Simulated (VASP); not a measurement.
Here is a VASP 6.6.1 calculation.

File INCAR:

```
SYSTEM = HfO2
ALGO = Normal
EDIFF = 1E-6
EDIFFG = -0.02
ENCUT = 520
GGA = PE
IBRION = 2
ISIF = 2
ISMEAR = -1
LASPH = .True.
LCHARG = .False.
LREAL = .False.
LWAVE = .False.
NELM = 80
NSW = 80
PREC = Accurate
SIGMA = 0.02
```

The input KPOINTS:

```
k-points
0
Gamma
  10 10 10
  0 0 0
```

File POSCAR:

```
HfO2
1.0
    0.0000000000      2.5575000000      2.4807750000
    2.5575000000      0.0000000000      2.4807750000
    2.5575000000      2.5575000000      0.0000000000
Hf O
1 2
Direct
    0.0000000000      0.0000000000      0.0000000000
    0.2500000000      0.2500000000      0.2500000000
    0.7500000000      0.7500000000      0.7500000000
```

Potentials or basis: VASP PAW PBE potentials, release 64 (Hf_pv, O).

Launch:

```sh
$ cat potpaw_PBE.64/Hf_pv/POTCAR potpaw_PBE.64/O/POTCAR > POTCAR
$ mpirun -np 1 vasp_std > vasp.out
```

Predict the band gap on the k mesh.

3.49 eV, indirect (least direct gap 3.57 eV).

Final structure:
```
CELL_PARAMETERS angstrom
0.00000 2.55750 2.48077
2.55750 0.00000 2.48077
2.55750 2.55750 0.00000
ATOMIC_POSITIONS crystal
Hf 0.00000 0.00000 0.00000
O 0.25000 0.25000 0.25000
O 0.75000 0.75000 0.75000
```

Caveat: the cell differs from its parent crystal (z stretched by -3 %); the relaxation stopped at its first step, so nothing moved; spin-orbit coupling is left out, which moves the levels of the heavy elements. A k mesh can miss the band edges.
